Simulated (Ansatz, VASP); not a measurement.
## One calculation of TiCo, two programs

File INCAR:

```
PREC = Accurate
ENCUT = 520
EDIFF = 1E-6
ISMEAR = 1
SIGMA = 0.1
LREAL = False
LASPH = True
NELM = 150
ALGO = Fast
ISIF = 2
LWAVE = False
LCHARG = False
ISPIN = 2
MAGMOM = 2 -1
LORBIT = 11
LMAXMIX = 4
LDAU = True
LDAUTYPE = 2
LDAUL = 2 2
LDAUU = 5.3 4
LDAUJ = 0 0
LDAUPRINT = 1
GGA = PE
IVDW = 12
NBANDS = 22
```

Contents of KPOINTS:

```
Automatic mesh
0
Gamma
  9 9 9
```

POSCAR

```
TiCo
1.0
    2.9861109900      0.0000000000      0.0000000000
    0.0000000000      2.9861109900      0.0000000000
    0.0000000000      0.0000000000      2.9861109900
Co Ti
1 1
Direct
    0.5000000000      0.5000000000      0.5000000000
    0.0000000000      0.0000000000      0.0000000000
```

input.yaml

```yaml
crystal:
  lattice:
    - [2.98611099, 0.0, 0.0]
    - [0.0, 2.98611099, 0.0]
    - [0.0, 0.0, 2.98611099]
  atoms:
    - { symbol: Co, position: [0.5, 0.5, 0.5], spin: 2.0 }
    - { symbol: Ti, position: [0.0, 0.0, 0.0], spin: -1.0 }
kpoints:
  mp_grid: { grid: [9, 9, 9] }
scf:
  occupations: { method: methfessel_paxton, width: 0.1 }
hamiltonian:
  xc: pbe
  dispersion: d3bj
  pseudopotentials: { kind: all_electron, lapw: { basis_error: 0.001 } }
  hubbard:
    sites: [{ species: Co, l: d, u_eff: 5.3 }, { species: Ti, l: d, u_eff: 4 }]
    double_counting: fll
    projectors: ortho-atomic
magnetization:
  spin_polarized: true
output:
  forces: true
  stress: true
  eigenvalues: true
  populations: true
  hubbard: {}
```

Alike in both runs: functional PBE; dispersion D3(BJ); k mesh 9 × 9 × 9; occupations methfessel-paxton of order 1, width 0.1 eV; collinear spin; Hubbard terms Co d U = 5.3 eV, Ti d U = 4.0 eV.

```csv
,VASP,Ansatz
version,VASP 6.6.1,Ansatz 0.2.0
potentials or method,"VASP PAW PBE potentials, release 64 (Co, Ti_sv), cutoff 520 eV","all-electron LAPW, scalar-relativistic"
task,single point,atomic charges
```

|  | VASP | Ansatz | Ansatz less VASP |
| --- | --- | --- | --- |
| gap on the k mesh at the Fermi level (eV) | none | none | - |
| pressure (GPa) | 11.0 | 19.4 | +8.40 |
| net moment per atom (μB) | 0.50 | 0.06 | -0.438 |
| size of the moment on the site where the two differ most (μB) | 0.54 | 1.27 | +0.730 |

The net moments are unlike, so the other rows may belong to different states. Site moments also hang on the region over which each program counts them. The programs project onto different local orbitals, so the same U acts differently, and such runs can settle in different states. A gap of «none» marks a metal or a gap that the smearing closes. Ansatz ran all-electron here, and VASP with PAW potentials.

Noted on Ansatz's run: the magnetic state may not be the lowest; U is the effective U less J, on atomic orbitals that reach past the spheres.
